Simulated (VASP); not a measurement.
# In (P6_3/mmc) in VASP: notebook

The runs below take In through single point, with r2SCAN.

Program: VASP 6.6.1. These are calculated values, not measurements. Logs are shortened: lines on timing, memory, paths and dates and some standing lists are left out, and cuts for length are marked.

## (1) The cell of the first run

It takes space group P6_3/mmc (No. 194, hexagonal). The conventional cell has a = 3.429 Å, b = 3.429 Å, c = 5.211 Å, α = 90.00°, β = 90.00°, γ = 120.00°. In (site symmetry -6m2) has 12 In at 3.27 to 3.43 Å within 4.3 Å.

## (2) Single point, r2SCAN

Contents of POSCAR:

```
In
1.0
    3.4294911602      0.0000000000      0.0000000000
   -1.7147455801      2.9700264668      0.0000000000
    0.0000000000      0.0000000000      5.2112581903
In
2
Direct
    0.3333333333      0.6666666667      0.2500000000
    0.6666666667      0.3333333333      0.7500000000
```

Contents of INCAR.step1:

```
SYSTEM = In
ALGO     = Normal         ! electronic algorithm
EDIFF    = 1E-4           ! SCF threshold, eV
ENCUT    = 520            ! plane-wave cutoff, eV
GGA      = PE             ! functional
ISMEAR   = 0              ! smearing method
LASPH    = .True.         ! aspherical terms in the spheres
LCHARG   = .False.        ! write CHGCAR
LREAL    = .False.        ! projectors in reciprocal space
LWAVE    = .True.         ! write WAVECAR
NBANDS   = 20             ! bands
NELM     = 100            ! most SCF steps
PREC     = Accurate       ! precision mode
SIGMA    = 0.15           ! smearing width, eV
```

Contents of INCAR.step2:

```
SYSTEM = In
ALGO     = Normal         ! electronic algorithm
EDIFF    = 1E-6           ! SCF threshold, eV
ENCUT    = 520            ! plane-wave cutoff, eV
ISIF     = 2              ! what is computed and relaxed
ISMEAR   = 0              ! smearing method
ISTART   = 1            
LASPH    = .True.         ! aspherical terms in the spheres
LCHARG   = .False.        ! write CHGCAR
LMIXTAU  = .True.       
LREAL    = .False.        ! projectors in reciprocal space
LWAVE    = .False.        ! write WAVECAR
METAGGA  = R2SCAN         ! meta-GGA
NBANDS   = 20             ! bands
NELM     = 100            ! most SCF steps
PREC     = Accurate       ! precision mode
SIGMA    = 0.15           ! smearing width, eV
```

Contents of KPOINTS:

```
k-points
0
Gamma
  18 18 10
  0 0 0
```

Potentials or basis: VASP PAW PBE potentials, release 64 (In_d).

Command:

```sh
> cat potpaw_PBE.64/In_d/POTCAR > POTCAR
> cp INCAR.step1 INCAR
> mpirun -np 1 vasp_std > vasp.out
> cp INCAR.step2 INCAR
> mpirun -np 1 vasp_std > vasp.out
```

OUTCAR:

```text
SYSTEM = In
   EDIFF = 1E-6
   ENCUT = 520
   ISIF = 2
   ISMEAR = 0
   ISTART = 1
   LASPH = .True.
   LREAL = .False.
   METAGGA = R2SCAN
   NELM = 100
   PREC = Accurate

 ion  position               nearest neighbor table
   1  0.333  0.667  0.250-   2 3.27   2 3.27   2 3.27   2 3.27   2 3.27   2 3.27
   2  0.667  0.333  0.750-   1 3.27   1 3.27   1 3.27   1 3.27   1 3.27   1 3.27

  LATTYP: Found a hexagonal cell.
 ALAT       =     3.4294911602
 C/A-ratio  =     1.5195426805

  Lattice vectors:

 A1 = (   3.4294911602,   0.0000000000,   0.0000000000)
 A2 = (  -1.7147455801,   2.9700264668,   0.0000000000)
 A3 = (   0.0000000000,   0.0000000000,   5.2112581903)

Analysis of symmetry for initial positions (statically):
=====================================================================
 Subroutine PRICEL returns:
 Original cell was already a primitive cell.

 Routine SETGRP: Setting up the symmetry group for a
 hexagonal supercell.

 Subroutine GETGRP returns: Found 24 space group operations
 (whereof 12 operations were pure point group operations)
 out of a pool of 24 trial point group operations.

The static configuration has the point symmetry D_3d.
 The point group associated with its full space group is D_6h.

Analysis of symmetry for dynamics (positions and initial velocities):
=====================================================================
 Subroutine PRICEL returns:
 Original cell was already a primitive cell.

 Routine SETGRP: Setting up the symmetry group for a
 hexagonal supercell.

 Subroutine GETGRP returns: Found 24 space group operations
 (whereof 12 operations were pure point group operations)
 out of a pool of 24 trial point group operations.

The dynamic configuration has the point symmetry D_3d.
 The point group associated with its full space group is D_6h.

 Subroutine INISYM returns: Found 24 space group operations
 (whereof 12 operations are pure point group operations),
 and found     1 'primitive' translations

----------------------------------------------------------------------------------------

                                     Primitive cell

  volume of cell :      53.0802

  direct lattice vectors                    reciprocal lattice vectors
     3.429491160  0.000000000  0.000000000     0.291588447  0.168348668  0.000000000
    -1.714745580  2.970026467  0.000000000     0.000000000  0.336697336  0.000000000
     0.000000000  0.000000000  5.211258190     0.000000000  0.000000000  0.191892239

  length of vectors
     3.429491160  3.429491160  5.211258190     0.336697336  0.336697336  0.191892239

  position of ions in fractional coordinates (direct lattice)
     0.333333333  0.666666667  0.250000000
     0.666666667  0.333333333  0.750000000

  ion indices of the primitive-cell ions
   primitive index   ion index
                 1           1
                 2           2

----------------------------------------------------------------------------------------

 KPOINTS: k-points

Automatic generation of k-mesh.
 Grid dimensions read from file:
 generate k-points for:   18   18   10

 Generating k-lattice:

  Cartesian coordinates                     Fractional coordinates (reciprocal lattice)
     0.016199358  0.009352704  0.000000000     0.055555556  0.000000000  0.000000000
     0.000000000  0.018705408  0.000000000     0.000000000  0.055555556  0.000000000
     0.000000000  0.000000000  0.019189224     0.000000000  0.000000000  0.100000000

  Length of vectors
     0.018705408  0.018705408  0.019189224

  Shift w.r.t. Gamma in fractional coordinates (k-lattice)
     0.000000000  0.000000000  0.000000000

 Subroutine IBZKPT returns following result:
 ===========================================

 Found    222 irreducible k-points:

 Following reciprocal coordinates:
            Coordinates               Weight
  0.000000  0.000000  0.000000      1.000000
  0.055556 -0.000000  0.000000      6.000000
  0.111111 -0.000000  0.000000      6.000000
  0.166667  0.000000  0.000000      6.000000
  0.222222  0.000000  0.000000      6.000000
  0.277778  0.000000  0.000000      6.000000
[... 16 lines left out ...]
  0.333333  0.111111  0.000000     12.000000
  0.388889  0.111111  0.000000     12.000000
 [... further k-points ...]
   k-points           NKPTS =    222   k-points in BZ     NKDIM =    222   number of bands    NBANDS=     20
   number of dos      NEDOS =    301   number of ions     NIONS =      2
   total plane-waves  NPLWV =  31360
   dimension x,y,z NGX =    28 NGY =   28 NGZ =   40
   dimension x,y,z NGXF=    56 NGYF=   56 NGZF=   80
   ions per type =               2
   NGX,Y,Z   is equivalent  to a cutoff of  13.57, 13.57, 12.76 a.u.
   NGXF,Y,Z  is equivalent  to a cutoff of  27.15, 27.15, 25.52 a.u.
 SYSTEM =  In
   PREC   = accura    normal or accurate (medium, high low for compatibility)
   ISTART =      1    job   : 0-new  1-cont  2-samecut
   ICHARG =      0    charge: 1-file 2-atom 10-const
   ISPIN  =      1    spin polarized calculation?
   LNONCOLLINEAR =      F non collinear calculations
   LSORBIT =      F    spin-orbit coupling
   LASPH  =      T    aspherical Exc in radial PAW
   ENCUT  =  520.0 eV  38.22 Ry    6.18 a.u.   6.38  6.38  9.69*2*pi/ulx,y,z
   NELM   =    100;   NELMIN=  2; NELMDL=  0     # of ELM steps
   EDIFF  = 0.1E-05   stopping-criterion for ELM
   LREAL  =      F    real-space projection
   EDIFFG = 0.1E-04   stopping-criterion for IOM
   NSW    =      0    number of steps for IOM
   IBRION =     -1    ionic relax: 0-MD 1-quasi-New 2-CG
   NFREE  =      0    steps in history (QN), initial steepest desc. (CG)
   ISIF   =      2    stress and relaxation
   ISYM   =      2    0-nonsym 1-usesym 2-fastsym
   POTIM  = 0.5000    time-step for ionic-motion
   TEBEG  =    0.0;   TEEND  =   0.0 temperature during run
   PSTRESS=    0.0 pullay stress
   NELECT =      26.0000    total number of electrons
   NUPDOWN=      -1.0000    fix difference up-down
   EMIN   =  10.00;   EMAX   =-10.00  energy-range for DOS
   EFERMI =   0.00;   METHOD = LEGACY
   ISMEAR =     0;   SIGMA  =   0.15  broadening in eV -4-tet -1-fermi 0-gaus
   EFERMI_NEDOS =   21; number of points for ismear=-14 and -15
   IALGO  =     38    algorithm
   IMIX   =      4    mixing-type and parameters
     AMIX     =   0.40;   BMIX     =  1.00
     AMIX_MAG =   1.60;   BMIX_MAG =  1.00
  volume/ion in A,a.u.               =      26.54       179.10
  Fermi-wavevector in a.u.,A,eV,Ry     =   1.290491  2.438675 22.658704  1.665368
  Thomas-Fermi vector in A             =   2.422320
   LORBIT       =      0    0 simple, 1 ext, 2 COOP (PROOUT), +10 PAW based schemes
   METAGGA = R2SCAN    functional components
   LHFCALC =     F    Hartree Fock is set to
   AEXX    =    0.0000 exact exchange contribution
   IVDW    =     0    specifies the selected vdW correction
   LEPSILON=     F    determine dielectric tensor
   LRPA    =     F    only Hartree local field effects (RPA)
 non-spin polarized calculation
 Gauss-broadening in eV      SIGMA  =   0.15
  energy-cutoff  :      520.00
  volume of cell :       53.08
 maximum number of plane-waves:      1453
 NGX is ok and might be reduce to    28
   NGX = 13   NGY = 13   NGZ = 19

 number of electron      25.9999992 magnetization

 Free energy of the ion-electron system (eV)
  ---------------------------------------------------
  ext. energy  EPLUGINS =         0.00000000
  ---------------------------------------------------
  free energy    TOTEN  =       -45.11032214 eV

  energy without entropy =      -45.09973241  energy(sigma->0) =      -45.10502727

 E-fermi :   7.3425     XC(G=0): -10.9979

 val. band max:        7.3184427595   @ k =   0.3333   0.1111   0.4000
 cond. band min:       7.3439938061   @ k =   0.3333   0.1111   0.0000
 fundamental gap:      0.0255510467
 Fermi energy:         7.3425446643

 k-point     1 :       0.0000    0.0000    0.0000
  band No.  band energies     occupation
      1      -7.9602      2.00000
      2      -7.8569      2.00000
      3      -7.8569      2.00000
      4      -7.8281      2.00000
      5      -7.8243      2.00000
      6      -7.8243      2.00000
[... 12 lines left out ...]
     19      18.3533      0.00000
     20      20.2173      0.00000

 k-point     2 :       0.0556   -0.0000    0.0000
  band No.  band energies     occupation
      1      -7.9573      2.00000
      2      -7.8686      2.00000
      3      -7.8494      2.00000
      4      -7.8282      2.00000
      5      -7.8280      2.00000
      6      -7.8176      2.00000
[... 12 lines left out ...]
     19      18.8645      0.00000
     20      19.8431      0.00000

 k-point     3 :       0.1111   -0.0000    0.0000
  band No.  band energies     occupation
      1      -7.9541      2.00000
      2      -7.8832      2.00000
      3      -7.8391      2.00000
      4      -7.8391      2.00000
      5      -7.8277      2.00000
      6      -7.8131      2.00000
[... 12 lines left out ...]
     19      18.7438      0.00000
     20      19.5470      0.00000

 k-point     4 :       0.1667    0.0000    0.0000
  band No.  band energies     occupation
      1      -7.9643      2.00000
      2      -7.8842      2.00000
      3      -7.8574      2.00000
      4      -7.8551      2.00000
      5      -7.8062      2.00000
      6      -7.7944      2.00000
[... 12 lines left out ...]
     19      18.0889      0.00000
     20      20.1793      0.00000

 k-point     5 :       0.2222    0.0000    0.0000
  band No.  band energies     occupation
      1      -7.9883      2.00000
      2      -7.8820      2.00000
      3      -7.8769      2.00000
      4      -7.8735      2.00000
      5      -7.7943      2.00000
      6      -7.7536      2.00000
[... 12 lines left out ...]
     19      17.7271      0.00000
     20      19.4960      0.00000
[... 353 lines left out ...]
      6      -7.7006      2.00000
[... 12 lines left out ...]
     19      17.1410      0.00000
     20      17.2360      0.00000

 k-point    22 :       0.2778    0.1111    0.0000
  band No.  band energies     occupation
      1      -8.0108      2.00000
      2      -7.9644      2.00000
      3      -7.8904      2.00000
      4      -7.8835      2.00000
      5      -7.7578      2.00000
      6      -7.6980      2.00000
[... 12 lines left out ...]
     19      16.7902      0.00000
     20      16.8189      0.00000

 k-point    23 :       0.3333    0.1111    0.0000
  band No.  band energies     occupation
      1      -8.0305      2.00000
      2      -7.9898      2.00000
      3      -7.8979      2.00000
      4      -7.8750      2.00000
      5      -7.7409      2.00000
      6      -7.7153      2.00000
[... 12 lines left out ...]
     19      16.4839      0.00000
     20      16.5881      0.00000

 k-point    24 :       0.3889    0.1111    0.0000
  band No.  band energies     occupation
      1      -8.0432      2.00000
      2      -8.0067      2.00000
      3      -7.9024      2.00000
      4      -7.8714      2.00000
      5      -7.7263      2.00000
      6      -7.7261      2.00000
[... 12 lines left out ...]
     19      16.3033      0.00000
     20      16.4496      0.00000

 [... further k-points ...]
[... 5 lines left out ...]
  --------------------------------------------------------------------------------------
  -------------------------------------------------------------------------------------
  Total       -0.1003131     -0.1003131      0.2153907      0.0000000     -0.0000000      0.0000000
  in kB       -3.0278590     -3.0278590      6.5013693      0.0000000     -0.0000000      0.0000000
  external PRESSURE =       0.1485504 kB  Pullay stress =       0.0000000 kB

 VOLUME and BASIS-vectors are now :
 -----------------------------------------------------------------------------
  energy-cutoff  :      520.00
  volume of cell :       53.08
      direct lattice vectors                 reciprocal lattice vectors
     3.429491160  0.000000000  0.000000000     0.291588447  0.168348668  0.000000000
    -1.714745580  2.970026467  0.000000000     0.000000000  0.336697336  0.000000000
     0.000000000  0.000000000  5.211258190     0.000000000  0.000000000  0.191892239

 POSITION                                       TOTAL-FORCE (eV/Angst)
 -----------------------------------------------------------------------------------
     -0.00000      1.98002      1.30281        -0.000000     -0.000000      0.000000
      1.71475      0.99001      3.90844         0.000000      0.000000      0.000000
 -----------------------------------------------------------------------------------
    total drift:                               -0.000000      0.000000     -0.000000

  FREE ENERGIE OF THE ION-ELECTRON SYSTEM (eV)
  ---------------------------------------------------
  free  energy   TOTEN  =       -45.1103221391 eV

  energy  without entropy=      -45.0997324085  energy(sigma->0) =      -45.10502727
```

Wall time 8.8 min (1 thread of Intel Xeon Platinum 8488C (Sapphire Rapids), shared host); peak memory 0.32 GiB.

What came out:

| Item | Value |
| --- | --- |
| Free energy | -45.1103 eV |
| Pressure | 0.0 GPa |
| Band gap on the k mesh | zero (band 13 reaches 12.05 eV, above the bottom of band 14 at 4.55 eV) |

Levels at points of the mesh, in eV from the Fermi level:
```csv
k point,band 10,band 11,band 12,band 13,band 14,band 15,band 16,band 17
"(0.00, 0.00, 0.00)",-14.90,-9.96,-3.63,-3.28,7.70,7.70,9.80,9.80
"(0.50, 0.00, 0.00)",-14.86,-5.44,-4.54,0.76,0.92,1.03,3.23,3.51
"(0.00, 0.00, 0.50)",-14.98,-8.36,-8.36,4.48,4.48,8.94,8.94,8.94
"(0.50, 0.00, 0.50)",-14.90,-3.92,-3.92,-2.79,-2.79,5.35,5.35,7.02
```

Caveat: the PAW data sets were made with another functional, which shifts forces and pressure a little; spin-orbit coupling is left out, which moves the levels of the heavy elements.

(Part 1 of 2 ends here.)
